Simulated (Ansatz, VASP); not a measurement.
## One calculation of InP, two programs

```
In P
1.0
     0.00000    2.95375    2.95375
     2.95375    0.00000    2.95375
     2.95375    2.95375    0.00000
In P
1 1
Direct
  0.00000 0.00000 0.00000
  0.25000 0.25000 0.25000
```

Alike in both runs: functional r2SCAN; k mesh 8 × 8 × 8; occupations gaussian, width 0.02 eV; no spin polarisation.

Ansatz relaxed the structure, and its values are those at the end. VASP's run is a single point on that final structure, the one shown.

|  | VASP | Ansatz |
| --- | --- | --- |
| version | VASP 6.6.1 | Ansatz 0.2.0 |
| potentials or method | VASP PAW PBE potentials, release 64 (In_d, P), cutoff 520 eV | scalar-relativistic, plane waves, PAW |
| valence electrons in the cell | 18 | 18 |

VASP gave:

```
gap on the k mesh at the Fermi level (eV) : 1.03
least direct gap on the mesh (eV)         : 1.03
pressure (GPa)                            : -0.1
```

Question: Estimate Ansatz's values.

Answer: gap on the k mesh at the Fermi level (eV): 1.03; least direct gap on the mesh (eV): 1.03; pressure (GPa): 0.0.

VASP's potentials were made for PBE, not for r2SCAN. With one functional, cell and mesh, what is left measures potentials, basis and numerics.
